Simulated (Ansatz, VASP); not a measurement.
One calculation of PbO, two programs

```
Pb O
1.0
     4.08157    0.02130   -0.03631
     0.02130    4.03810   -0.00060
    -0.04559   -0.00076    4.81390
Pb O
2 2
Direct
  0.99517 0.50627 0.23941
  0.49966 0.99892 0.75881
  0.00399 0.00628 0.99752
  0.50139 0.50157 0.00361
```

Alike in both runs: task single point; functional PBE; k mesh 4 × 4 × 4; no spin polarisation.

|  | VASP | Ansatz |
| --- | --- | --- |
| version | VASP 6.6.1 | Ansatz 0.2.0 |
| potentials or method | VASP PAW PBE potentials, release 64 (Pb_d, O), cutoff 520 eV | plane waves, PAW |
| occupations | gaussian, width 0.01 eV | fixed |
| valence electrons in the cell | 40 | 40 |

```tsv
	VASP	Ansatz	Ansatz less VASP
pressure (GPa)	3.0	2.9	-0.09
traceless stress, the component that is largest in VASP (GPa)	0.90	0.88	-0.017
rms of the force components (eV/Å)	0.145	0.131	-0.0134
```

Atom by atom the forces differ by 0.016 eV/Å (rms over components). Ansatz's warnings: stress scf threshold loose.

Spin-orbit coupling is off throughout.
